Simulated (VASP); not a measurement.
Runs of VASP 6.6.1 on Si4Cl. The structure is that of space group Im-3m (No. 229), or close to it. The cells are those of the table. 

| task | cell | k mesh | cutoff (eV) | gap on the mesh (eV) | pressure (GPa) | relaxed volume (Å³/atom) |
| --- | --- | --- | --- | --- | --- | --- |
| single point | a = 5.047 Å, angles 109.5°, 5 atoms | 10 × 10 × 10 | 520 | none | 0.1 | - |
| relaxation of cell and atoms | relaxed from a = 4.894 Å, angles 109.5°, 5 atoms | 4 × 4 × 4 | 600 | none | 0.0 | 19.92 |
| single point | a = 4.894 Å, angles 109.5°, 5 atoms | 4 × 4 × 4 | 520 | none | 5.3 | - |
| relaxation of cell and atoms | relaxed from a = 5.040 Å, angles 109.5°, 5 atoms | 10 × 10 × 10 | 600 | none | 0.1 | (a) |
| single point | a = 5.040 Å, angles 109.5°, 5 atoms | 4 × 4 × 4 | 520 | none | 0.4 | - |

Alike in all rows: level PBE; potentials or basis VASP PAW PBE potentials, release 64 (Si, Cl); no spin polarisation; smearing gaussian 0.1 eV.

Problem. Estimate the missing entries.

Solution. (a) 19.82.

Caveats: some runs use coarse meshes; an odd number of electrons without spin polarisation forces a metal; a magnetic or distorted state may lie lower.

A gap of «none» marks levels without a gap at the run's occupations.
